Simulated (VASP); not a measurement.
# Si2B3 (P4/mmm) in VASP: single point with PBE

Aim: the single point of Si2B3 with PBE.

Program: VASP 6.6.1. These are calculated values, not measurements. Logs are shortened: lines on timing, memory, paths and dates and some standing lists are left out, and cuts for length are marked.

## 1. The cell of the first run

Symmetry: P4/mmm, No. 123, tetragonal system. Conventional cell: a = 4.387 Å, b = 4.387 Å, c = 4.659 Å, α = 90.00°, β = 90.00°, γ = 90.00°. Si (site symmetry mmm) has 6 B at 2.19 to 2.68 Å within 2.9 Å. Within 2.1 Å of B (site symmetry 4mm) lie 2 B at 1.54 to 1.57 Å. B (site symmetry 4/mmm) has 2 B at 1.54 Å within 2.1 Å.

The cell was generated, and may not be a known phase.

## 2. Single point, PBE

Input file INCAR:

```
SYSTEM = Si2B3
ALGO     = Normal         ! electronic algorithm
EDIFF    = 1E-6           ! SCF threshold, eV
ENCUT    = 500            ! plane-wave cutoff, eV
GGA      = PE             ! functional
GGA_COMPAT= .FALSE.      
ISIF     = 2              ! what is computed and relaxed
ISMEAR   = 0              ! smearing method
LASPH    = .TRUE.         ! aspherical terms in the spheres
LCHARG   = .FALSE.        ! write CHGCAR
LREAL    = .FALSE.        ! projectors in reciprocal space
LWAVE    = .FALSE.        ! write WAVECAR
NBANDS   = 16             ! bands
NELM     = 120            ! most SCF steps
PREC     = Accurate       ! precision mode
SIGMA    = 0.2            ! smearing width, eV
```

Input file KPOINTS:

```
k-points
0
G
  4 4 4
  0 0 0
```

Input file POSCAR:

```
Si2B3
1.0
    4.3865589925      0.0000000000      0.0000000000
    0.0000000000      4.3865589925      0.0000000000
    0.0000000000      0.0000000000      4.6586264837
Si B
2 3
Direct
    0.0000000000      0.5000000000      0.5000000000
    0.5000000000      0.0000000000      0.5000000000
    0.5000000000      0.5000000000      0.8313589092
    0.5000000000      0.5000000000      0.1686410908
    0.5000000000      0.5000000000      0.5000000000
```

Potentials or basis: VASP PAW PBE potentials, release 64 (Si, B).

Run with:

```bash
$ cat potpaw_PBE.64/Si/POTCAR potpaw_PBE.64/B/POTCAR > POTCAR
$ mpirun -np 1 vasp_std > vasp.out
```

OUTCAR:

```text
SYSTEM = Si2B3
   EDIFF = 1E-6
   ENCUT = 500
   GGA = PE
   ISIF = 2
   ISMEAR = 0
   LASPH = .TRUE.
   LREAL = .FALSE.
   NELM = 120
   PREC = Accurate

 ion  position               nearest neighbor table
   1  0.000  0.500  0.500-   5 2.19   5 2.19   2 3.10   2 3.10   2 3.10   2 3.10
   2  0.500  0.000  0.500-   5 2.19   5 2.19   1 3.10   1 3.10   1 3.10   1 3.10
   3  0.500  0.500  0.831-   5 1.54   4 1.57
   4  0.500  0.500  0.169-   5 1.54   3 1.57
   5  0.500  0.500  0.500-   3 1.54   4 1.54   1 2.19   2 2.19   2 2.19   1 2.19

  LATTYP: Found a simple tetragonal cell.
 ALAT       =     4.3865589925
 C/A-ratio  =     1.0620229870

  Lattice vectors:

 A1 = (   4.3865589925,   0.0000000000,   0.0000000000)
 A2 = (   0.0000000000,   4.3865589925,   0.0000000000)
 A3 = (   0.0000000000,   0.0000000000,   4.6586264837)

Analysis of symmetry for initial positions (statically):
=====================================================================
 Subroutine PRICEL returns:
 Original cell was already a primitive cell.

 Routine SETGRP: Setting up the symmetry group for a
 simple tetragonal supercell.

 Subroutine GETGRP returns: Found 16 space group operations
 (whereof 16 operations were pure point group operations)
 out of a pool of 16 trial point group operations.

The static configuration has the point symmetry D_4h.

Analysis of symmetry for dynamics (positions and initial velocities):
=====================================================================
 Subroutine PRICEL returns:
 Original cell was already a primitive cell.

 Routine SETGRP: Setting up the symmetry group for a
 simple tetragonal supercell.

 Subroutine GETGRP returns: Found 16 space group operations
 (whereof 16 operations were pure point group operations)
 out of a pool of 16 trial point group operations.

The dynamic configuration has the point symmetry D_4h.

 Subroutine INISYM returns: Found 16 space group operations
 (whereof 16 operations are pure point group operations),
 and found     1 'primitive' translations

----------------------------------------------------------------------------------------

                                     Primitive cell

  volume of cell :      89.6408

  direct lattice vectors                    reciprocal lattice vectors
     4.386558993  0.000000000  0.000000000     0.227969122  0.000000000  0.000000000
     0.000000000  4.386558993  0.000000000     0.000000000  0.227969122  0.000000000
     0.000000000  0.000000000  4.658626484     0.000000000  0.000000000  0.214655544

  length of vectors
     4.386558993  4.386558993  4.658626484     0.227969122  0.227969122  0.214655544

  position of ions in fractional coordinates (direct lattice)
     0.000000000  0.500000000  0.500000000
     0.500000000  0.000000000  0.500000000
     0.500000000  0.500000000  0.831358909
     0.500000000  0.500000000  0.168641091
     0.500000000  0.500000000  0.500000000

  ion indices of the primitive-cell ions
   primitive index   ion index
                 1           1
                 2           2
                 3           3
                 4           4
                 5           5

----------------------------------------------------------------------------------------

 KPOINTS: k-points

Automatic generation of k-mesh.
 Grid dimensions read from file:
 generate k-points for:    4    4    4

 Generating k-lattice:

  Cartesian coordinates                     Fractional coordinates (reciprocal lattice)
     0.056992280  0.000000000  0.000000000     0.250000000  0.000000000  0.000000000
     0.000000000  0.056992280  0.000000000     0.000000000  0.250000000  0.000000000
     0.000000000  0.000000000  0.053663886     0.000000000  0.000000000  0.250000000

  Length of vectors
     0.056992280  0.056992280  0.053663886

  Shift w.r.t. Gamma in fractional coordinates (k-lattice)
     0.000000000  0.000000000  0.000000000

 Subroutine IBZKPT returns following result:
 ===========================================

 Found     18 irreducible k-points:

 Following reciprocal coordinates:
            Coordinates               Weight
  0.000000  0.000000  0.000000      1.000000
  0.250000  0.000000  0.000000      4.000000
  0.500000  0.000000  0.000000      2.000000
  0.250000  0.250000  0.000000      4.000000
  0.500000  0.250000  0.000000      4.000000
  0.500000  0.500000  0.000000      1.000000
[... 10 lines left out ...]
  0.500000  0.250000  0.500000      4.000000
  0.500000  0.500000  0.500000      1.000000
   k-points           NKPTS =     18   k-points in BZ     NKDIM =     18   number of bands    NBANDS=     16
   number of dos      NEDOS =    301   number of ions     NIONS =      5
   total plane-waves  NPLWV =  36864
   dimension x,y,z NGX =    32 NGY =   32 NGZ =   36
   dimension x,y,z NGXF=    64 NGYF=   64 NGZF=   72
   ions per type =               2   3
   NGX,Y,Z   is equivalent  to a cutoff of  12.13, 12.13, 12.85 a.u.
   NGXF,Y,Z  is equivalent  to a cutoff of  24.26, 24.26, 25.69 a.u.
 SYSTEM =  Si2B3
   PREC   = accura    normal or accurate (medium, high low for compatibility)
   ISTART =      0    job   : 0-new  1-cont  2-samecut
   ICHARG =      2    charge: 1-file 2-atom 10-const
   ISPIN  =      1    spin polarized calculation?
   LNONCOLLINEAR =      F non collinear calculations
   LSORBIT =      F    spin-orbit coupling
   LASPH  =      T    aspherical Exc in radial PAW
   ENCUT  =  500.0 eV  36.75 Ry    6.06 a.u.   8.00  8.00  8.49*2*pi/ulx,y,z
   NELM   =    120;   NELMIN=  2; NELMDL= -5     # of ELM steps
   EDIFF  = 0.1E-05   stopping-criterion for ELM
   LREAL  =      F    real-space projection
   EDIFFG = 0.1E-04   stopping-criterion for IOM
   NSW    =      0    number of steps for IOM
   IBRION =     -1    ionic relax: 0-MD 1-quasi-New 2-CG
   NFREE  =      0    steps in history (QN), initial steepest desc. (CG)
   ISIF   =      2    stress and relaxation
   ISYM   =      2    0-nonsym 1-usesym 2-fastsym
   POTIM  = 0.5000    time-step for ionic-motion
   TEBEG  =    0.0;   TEEND  =   0.0 temperature during run
   PSTRESS=    0.0 pullay stress
   NELECT =      17.0000    total number of electrons
   NUPDOWN=      -1.0000    fix difference up-down
   EMIN   =  10.00;   EMAX   =-10.00  energy-range for DOS
   EFERMI =   0.00;   METHOD = LEGACY
   ISMEAR =     0;   SIGMA  =   0.20  broadening in eV -4-tet -1-fermi 0-gaus
   EFERMI_NEDOS =   21; number of points for ismear=-14 and -15
   IALGO  =     38    algorithm
   IMIX   =      4    mixing-type and parameters
     AMIX     =   0.40;   BMIX     =  1.00
     AMIX_MAG =   1.60;   BMIX_MAG =  1.00
  volume/ion in A,a.u.               =      17.93       120.99
  Fermi-wavevector in a.u.,A,eV,Ry     =   0.940566  1.777412 12.036585  0.884664
  Thomas-Fermi vector in A             =   2.067990
   LORBIT       =      0    0 simple, 1 ext, 2 COOP (PROOUT), +10 PAW based schemes
   GGA     = PE    functional components
   LHFCALC =     F    Hartree Fock is set to
   AEXX    =    0.0000 exact exchange contribution
   IVDW    =     0    specifies the selected vdW correction
   LEPSILON=     F    determine dielectric tensor
   LRPA    =     F    only Hartree local field effects (RPA)
 non-spin polarized calculation
 Gauss-broadening in eV      SIGMA  =   0.20
  energy-cutoff  :      500.00
  volume of cell :       89.64
 maximum number of plane-waves:      2300
 NGX is ok and might be reduce to    32
   NGX = 15   NGY = 15   NGZ = 17

 number of electron      16.9999998 magnetization

 Free energy of the ion-electron system (eV)
  ---------------------------------------------------
  ext. energy  EPLUGINS =         0.00000000
  ---------------------------------------------------
  free energy    TOTEN  =       -25.30326705 eV

  energy without entropy =      -25.27724945  energy(sigma->0) =      -25.29025825

 E-fermi :   2.8306     XC(G=0):  -8.5724

 val. band max:        2.3908875052   @ k =   0.5000   0.2500   0.5000
 cond. band min:       2.9128346295   @ k =   0.2500   0.0000   0.0000
 fundamental gap:      0.5219471242
 Fermi energy:         2.8305505221

 k-point     1 :       0.0000    0.0000    0.0000
  band No.  band energies     occupation
      1      -9.5729      2.00000
      2      -4.0983      2.00000
      3      -3.6646      2.00000
      4      -2.5457      2.00000
      5      -2.5457      2.00000
      6      -1.5780      2.00000
[... 8 lines left out ...]
     15       5.8991      0.00000
     16       7.5070      0.00000

 k-point     2 :       0.2500    0.0000    0.0000
  band No.  band energies     occupation
      1      -9.2948      2.00000
      2      -4.7075      2.00000
      3      -3.9786      2.00000
      4      -3.5375      2.00000
      5      -2.3861      2.00000
      6      -0.9610      2.00000
[... 8 lines left out ...]
     15       8.2252      0.00000
     16       8.4671      0.00000

 k-point     3 :       0.5000    0.0000    0.0000
  band No.  band energies     occupation
      1      -8.9098      2.00000
      2      -5.8721      2.00000
      3      -3.8460      2.00000
      4      -3.4809      2.00000
      5      -2.2030      2.00000
      6      -0.7306      2.00000
[... 8 lines left out ...]
     15       6.9102      0.00000
     16       9.4810      0.00000

 k-point     4 :       0.2500    0.2500    0.0000
  band No.  band energies     occupation
      1      -9.0137      2.00000
      2      -4.6218      2.00000
      3      -4.4351      2.00000
      4      -3.8612      2.00000
      5      -3.3630      2.00000
      6       1.6670      2.00000
[... 8 lines left out ...]
     15       8.7736      0.00000
     16       8.8013      0.00000
[... 210 lines left out ...]
 k-point    16 :       0.2500    0.2500    0.5000
  band No.  band energies     occupation
      1      -8.6504      2.00000
      2      -5.9168      2.00000
      3      -4.3220      2.00000
      4      -4.0301      2.00000
      5      -1.2219      2.00000
      6       0.5578      2.00000
[... 8 lines left out ...]
     15       8.3749      0.00000
     16      10.2220      0.00000

 k-point    17 :       0.5000    0.2500    0.5000
  band No.  band energies     occupation
      1      -8.2358      2.00000
      2      -5.7765      2.00000
      3      -5.4046      2.00000
      4      -3.9489      2.00000
      5      -1.1899      2.00000
      6      -0.2362      2.00000
[... 8 lines left out ...]
     15       7.8749      0.00000
     16       9.2001      0.00000

 k-point    18 :       0.5000    0.5000    0.5000
  band No.  band energies     occupation
      1      -7.7913      2.00000
      2      -5.6411      2.00000
      3      -5.1906      2.00000
      4      -5.1906      2.00000
      5      -1.1585      2.00000
      6      -0.0793      2.00000
[... 8 lines left out ...]
     15       7.7432      0.00000
     16       8.9646      0.00000

------------------------ aborting loop because EDIFF is reached ----------------------------------------

  FORCE on cell =-STRESS in cart. coord.  units (eV):
  Direction    XX          YY          ZZ          XY          YZ          ZX
  --------------------------------------------------------------------------------------
  -------------------------------------------------------------------------------------
  Total        0.2849439      0.2849439      0.3900264      0.0000000      0.0000000      0.0000000
  in kB        5.0928870      5.0928870      6.9710583      0.0000000      0.0000000      0.0000000
  external PRESSURE =       5.7189441 kB  Pullay stress =       0.0000000 kB

 VOLUME and BASIS-vectors are now :
 -----------------------------------------------------------------------------
  energy-cutoff  :      500.00
  volume of cell :       89.64
      direct lattice vectors                 reciprocal lattice vectors
     4.386558993  0.000000000  0.000000000     0.227969122  0.000000000  0.000000000
     0.000000000  4.386558993  0.000000000     0.000000000  0.227969122  0.000000000
     0.000000000  0.000000000  4.658626484     0.000000000  0.000000000  0.214655544

 POSITION                                       TOTAL-FORCE (eV/Angst)
 -----------------------------------------------------------------------------------
      0.00000      2.19328      2.32931         0.000000      0.000000      0.000000
      2.19328      0.00000      2.32931         0.000000      0.000000      0.000000
      2.19328      2.19328      3.87299         0.000000     -0.000000     -0.021681
      2.19328      2.19328      0.78564         0.000000      0.000000      0.021681
      2.19328      2.19328      2.32931         0.000000      0.000000      0.000000
 -----------------------------------------------------------------------------------
    total drift:                                0.000000     -0.000000     -0.000000

  FREE ENERGIE OF THE ION-ELECTRON SYSTEM (eV)
  ---------------------------------------------------
  free  energy   TOTEN  =       -25.3032670543 eV

  energy  without entropy=      -25.2772494515  energy(sigma->0) =      -25.29025825
```

Wall time 23 s (1 thread of Intel Xeon Platinum 8259CL at 2.50GHz (Skylake/Cascade Lake), shared host); peak memory 0.18 GiB.

Results:

```
Free energy            : -25.3033 eV
Pressure               : 0.6 GPa
Largest force          : 0.022 eV/Å
Band gap on the k mesh : zero (an odd number of electrons rules out a gap without spin polarisation)
```

Forces in eV/Å, atoms in the order of the input:
```
Si   0.000  0.000  0.000
Si   0.000  0.000  0.000
B    0.000  0.000 -0.022
B    0.000  0.000  0.022
B    0.000  0.000  0.000
```

The gap in the log of VASP goes by the Fermi energy; the results here count the filled bands.